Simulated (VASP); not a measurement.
Set up this calculation in VASP 6.6.1, as the native input.

```
Task                   : electric field gradients
Functional             : PBEsol
Potentials or basis    : VASP PAW PBE potentials, release 64 (Na_pv, S)
Cutoff                 : 400 eV
k mesh                 : 8 × 8 × 8
Occupations            : fermi-dirac, width 0.02 eV
Spin                   : no spin polarisation
Dipole correction      : no
Further INCAR settings : ALGO = Normal; EDIFF = 1e-08; NBANDS = 17
```

The structure of Na2S lies in POSCAR:

```
Na2S
1.0
    0.0000000000      3.3059391347      3.3059391347
    3.3059391347      0.0000000000      3.3059391347
    3.3059391347      3.3059391347      0.0000000000
Na S
2 1
Direct
    0.2500000000      0.2500000000      0.2500000000
    0.7500000000      0.7500000000      0.7500000000
    0.0000000000      0.0000000000      0.0000000000
```

These files were run (other wordings do the same):

INCAR

```
SYSTEM = Na2S
ALGO = Normal ; EDIFF = 1E-8
ENCUT = 400 ; GGA = PS
GGA_COMPAT = .FALSE. ; ISIF = 2
ISMEAR = -1 ; LASPH = .TRUE.
LCHARG = .FALSE. ; LEFG = .TRUE.
LREAL = .FALSE. ; LWAVE = .FALSE.
NBANDS = 17 ; NELM = 120
PREC = Accurate ; SIGMA = 0.02
```

KPOINTS

```
k-points
0
G
  8 8 8
  0 0 0
```

Potentials or basis: VASP PAW PBE potentials, release 64 (Na_pv, S).

Run with:

```sh
$ cat potpaw_PBE.64/Na_pv/POTCAR potpaw_PBE.64/S/POTCAR > POTCAR
$ mpirun -np 1 vasp_std > vasp.out
```

It gave:

| Item | Value |
| --- | --- |
| Pressure | -1.5 GPa |
| Band gap on the k mesh | 2.26 eV |
| Largest electric field gradient by atom | zero within the noise of the run |

Caveat: the PAW data sets were made with another functional, which shifts forces and pressure a little.

It took 44 s on 1 thread of Intel Xeon 8259CL (shared host), peak memory 0.17 GiB.
